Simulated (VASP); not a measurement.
Here is a VASP 6.6.1 calculation.

POSCAR

```
SiC
1.0
    3.0760000000      0.0000000000      0.0000000000
   -1.5380000000      2.6638941420      0.0000000000
    0.0000000000      0.0000000000      5.0480000000
Si C
2 2
Direct
    0.6666666667      0.3333333333      0.5000000000
    0.3333333333      0.6666666667      0.0000000000
    0.6666666667      0.3333333333      0.8850000000
    0.3333333333      0.6666666667      0.3850000000
```

Contents of INCAR.step1:

```
SYSTEM = SiC
PREC = Accurate
ENCUT = 520
EDIFF = 1E-5
ISMEAR = -1
SIGMA = 0.05
LREAL = .FALSE.
LASPH = .TRUE.
NELM = 80
ALGO = Normal
ISIF = 2
LWAVE = .TRUE.
LCHARG = .FALSE.
NBANDS = 16
GGA = PE
```

INCAR.step2

```
SYSTEM = SiC
PREC = Accurate
ENCUT = 520
EDIFF = 1E-6
ISMEAR = -1
SIGMA = 0.05
LREAL = .FALSE.
LASPH = .TRUE.
NELM = 80
ALGO = Normal
ISIF = 2
LWAVE = .FALSE.
LCHARG = .FALSE.
GGA = PE
LHFCALC = .TRUE.
AEXX = 0.25
PRECFOCK = Normal
NBANDS = 16
ISTART = 1
```

KPOINTS

```
Automatic mesh
0
G
  5 5 3
  0 0 0
```

Potentials or basis: VASP PAW PBE potentials, release 64 (Si, C).

Launch:

```console
$ cat potpaw_PBE.64/Si/POTCAR potpaw_PBE.64/C/POTCAR > POTCAR
$ cp INCAR.step1 INCAR
$ mpirun -np 1 vasp_std > vasp.out
$ cp INCAR.step2 INCAR
$ mpirun -np 1 vasp_std > vasp.out
```

Problem. Predict the pressure.

Solution. -1.6 GPa.

Problem. Estimate the band gap on the k mesh.

Solution. 4.52 eV (least direct gap 6.08 eV).

Problem. What does it give for the largest force?

Solution. 0.762 eV/Å.

Stress tensor (GPa, compression positive):
```
 0.08  0.00  0.00
 0.00  0.08  0.00
 0.00  0.00 -4.85
```

Caveat: the k points lie up to 0.47 Å⁻¹ apart; the PAW data sets were made with another functional, which shifts forces and pressure a little. A k mesh can miss the band edges.
